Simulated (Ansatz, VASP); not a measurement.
**Pb: VASP beside Ansatz**

```
CELL_PARAMETERS angstrom
0.00000 2.43642 2.43642
2.43642 0.00000 2.43642
2.43642 2.43642 0.00000
ATOMIC_POSITIONS crystal
Pb 0.00000 0.00000 0.00000
```

Change from the starting cell: volume scaled by 0.96.

Alike in both runs: task single point; functional PBE; k mesh 13 × 13 × 13; occupations fermi-dirac, width 0.08 eV; no spin polarisation.

```csv
,VASP,Ansatz
version,VASP 6.6.1,Ansatz 0.2.0
potentials or method,"VASP PAW PBE potentials, release 64 (Pb_d), cutoff 520 eV","all-electron LAPW, scalar-relativistic"
```

Ansatz gave:

| Property | Result |
| --- | --- |
| pressure (GPa) | 5.1 |

Estimate VASP's values.

pressure (GPa): 5.0.

Ansatz ran all-electron here, and VASP with PAW potentials.

Neither program's run includes spin-orbit coupling.
